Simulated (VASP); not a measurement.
## TaN: single point with r2SCAN

TaN:

```
Ta N
1.0
     2.93800    0.00000    0.00000
    -1.46900    2.54438    0.00000
     0.00000    0.00000    2.88300
Ta N
1 1
Direct
  0.01144 0.00833 0.48326
  0.65255 0.33881 0.00587
```

- Program: VASP 6.6.1
- Task: single point
- Functional: r2SCAN
- Potentials or basis: VASP PAW PBE potentials, release 64 (Ta_sv_GW, N)
- Cutoff: 660 eV
- k mesh: 9 × 9 × 8
- Occupations: gaussian, width 0.05 eV
- Spin: no spin polarisation
- Dipole correction: no
- Further INCAR settings: ALGO = Normal; EDIFF = 1e-06; NBANDS = 16

* Pressure: 1.4 GPa
* Largest force: 1.380 eV/Å
* Band gap on the k mesh: zero (bands 9 and 10 overlap by 0.06 eV)

Forces on the atoms (eV/Å):
```
Ta  -0.975 -0.131  0.968
N    0.975  0.131 -0.968
```

Stress tensor (GPa, compression positive):
```
 1.05  1.00 -1.72
 1.00  0.29 -0.31
-1.72 -0.31  2.73
```

Levels at points of the mesh, in eV from the Fermi level:
```
           k point  band 5  band 6  band 7  band 8  band 9  band 10  band 11  band 12  band 13  band 14
(0.00, 0.00, 0.00)  -18.81   -4.99   -4.87   -4.47   -2.98     2.27     3.41     3.99     4.27     4.45
(0.00, 0.00, 0.50)  -16.21   -9.73   -4.42   -3.63   -0.12    -0.06     2.43     3.00     4.25     8.83
```

Wall time 7.7 min on 1 thread of Intel(R) Xeon(R) Platinum 8259CL CPU @ 2.50GHz (Skylake/Cascade Lake), with other jobs on the host, peak memory 0.31 GiB.

Caveat: the PAW data sets were made with another functional, which shifts forces and pressure a little; spin-orbit coupling is left out, which moves the levels of the heavy elements.
